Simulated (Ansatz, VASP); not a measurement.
One calculation of Ta3N4, two programs

```xyz
7
Lattice="3.1092 0.0000 0.0000 -1.5546 2.6927 0.0000 0.0000 0.0000 9.9764" Properties=species:S:1:pos:R:3 pbc="T T T"
Ta    0.0000    0.0000    0.0000
Ta    0.0000    0.0000    2.8129
Ta    0.0000    0.0000    7.1635
N     0.0000    1.7951    8.6195
N     1.5546    0.8976    1.3569
N     0.0000    1.7951    3.6559
N     1.5546    0.8976    6.3205
```

Alike in both runs: functional PBE; dispersion D3(BJ); k mesh 6 × 6 × 2; occupations gaussian, width 0.1 eV; no spin polarisation.

Ansatz relaxed the structure, and its values are those at the end. VASP's run is a single point on that final structure, the one shown.

|  | VASP | Ansatz |
| --- | --- | --- |
| version | VASP 6.6.1 | Ansatz 0.2.0 |
| potentials or method | VASP PAW PBE potentials, release 64 (Ta_pv, N), cutoff 520 eV | scalar-relativistic, plane waves, PAW |
| valence electrons in the cell | 53 | 59 |

```tsv
	VASP	Ansatz	Ansatz less VASP
gap on the k mesh at the Fermi level (eV)	none	none	-
pressure (GPa)	0.8	0.1	-0.78
rms of the force components (eV/Å)	0.031	0.003	-0.0277
```

A gap of «none» marks a metal or a gap that the smearing closes. VASP's potentials hold 53 valence electrons a cell and Ansatz's 59, so a difference there can come from the potentials and not from the codes.

The k mesh is coarse, so the values compare programs but aren't converged. Spin-orbit coupling is off throughout.
